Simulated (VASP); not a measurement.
A run of VASP 6.6.1 is set up as follows.

Contents of POSCAR:

```
SrO
1.0
    0.0000000000      2.6144933200      2.6144933200
    2.6144933200      0.0000000000      2.6144933200
    2.6144933200      2.6144933200      0.0000000000
Sr O
1 1
Direct
    0.5000000000      0.5000000000      0.5000000000
    0.0000000000      0.0000000000      0.0000000000
```

File INCAR.step1:

```
SYSTEM = SrO
ALGO = Normal
EDIFF = 1E-4
ENCUT = 520
GGA = PE
ISMEAR = -1
LASPH = .TRUE.
LCHARG = .FALSE.
LREAL = .FALSE.
LWAVE = .TRUE.
NBANDS = 15
NELM = 60
PREC = Accurate
SIGMA = 0.02
```

File INCAR.step2:

```
SYSTEM = SrO
ALGO = Normal
EDIFF = 1E-6
ENCUT = 520
ISIF = 2
ISMEAR = -1
ISTART = 1
LASPH = .TRUE.
LCHARG = .FALSE.
LMIXTAU = .TRUE.
LREAL = .FALSE.
LWAVE = .FALSE.
METAGGA = R2SCAN
NBANDS = 15
NELM = 60
PREC = Accurate
SIGMA = 0.02
```

The input KPOINTS:

```
k-points
0
G
  10 10 10
  0 0 0
```

Potentials or basis: VASP PAW PBE potentials, release 64 (Sr_sv, O).

Launch:

```bash
$ cat potpaw_PBE.64/Sr_sv/POTCAR potpaw_PBE.64/O/POTCAR > POTCAR
$ cp INCAR.step1 INCAR
$ mpirun -np 1 vasp_std > vasp.out
$ cp INCAR.step2 INCAR
$ mpirun -np 1 vasp_std > vasp.out
```

**Question.** Estimate the pressure.

**Answer.** -3.0 GPa.

**Question.** What does it give for the band gap on the k mesh?

**Answer.** 3.76 eV (least direct gap 3.88 eV).

Caveat: the PAW data sets were made with another functional, which shifts forces and pressure a little. r2SCAN opens gaps a little over a GGA but as a rule still falls short of measured ones.
